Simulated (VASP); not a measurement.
Set up this calculation in VASP 6.6.1, as the native input.

| Quantity | Value |
| --- | --- |
| Task | single point |
| Functional | LDA |
| Potentials or basis | VASP PAW LDA potentials, release 64 (Be) |
| Cutoff | 600 eV |
| k mesh | 4 × 4 × 6 |
| Occupations | fermi-dirac, width 0.1 eV |
| Spin | no spin polarisation |
| Dipole correction | no |
| Further INCAR settings | ALGO = Normal; EDIFF = 1e-06; NBANDS = 12 |

The structure of Be lies in POSCAR:

```
Be
1.0
    3.7468100000      0.0000000000      0.0000000000
    0.0000000000      3.7468100000      0.0000000000
    0.0000000000      0.0000000000      2.2812800000
Be
4
Direct
    0.2963943269      0.2961689723     -0.0064426117
    0.7017417985      0.7042209665     -0.0036397433
    0.2043207976      0.7925278902      0.5105644197
    0.7975430770      0.2070821709      0.4995179353
```

One way to write it, as run:

INCAR

```
ALGO = Normal ; EDIFF = 1E-6
ENCUT = 600 ; GGA = CA
GGA_COMPAT = F ; ISIF = 2
ISMEAR = -1 ; LASPH = T
LCHARG = T ; LELF = T
LREAL = F ; LVHAR = T
LWAVE = F ; NBANDS = 12
NELM = 120 ; PREC = Accurate
SIGMA = 0.1
```

KPOINTS

```
k-points
0
Gamma
  4 4 6
```

Potentials or basis: VASP PAW LDA potentials, release 64 (Be).

Run with:

```bash
$ cat potpaw_LDA.64/Be/POTCAR > POTCAR
$ mpirun -np 1 vasp_std > vasp.out
```

Results of the run:

- Pressure: -5.0 GPa
- Largest force: 0.283 eV/Å
- Band gap on the k mesh: zero (band 4 reaches 7.56 eV, above the bottom of band 5 at 5.70 eV)

Caveat: the k points lie up to 0.46 Å⁻¹ apart.

Wall time 12 s on 1 thread of Intel(R) Xeon(R) Platinum 8259CL CPU @ 2.50GHz (Skylake/Cascade Lake), on a shared host, peak memory 0.13 GiB.
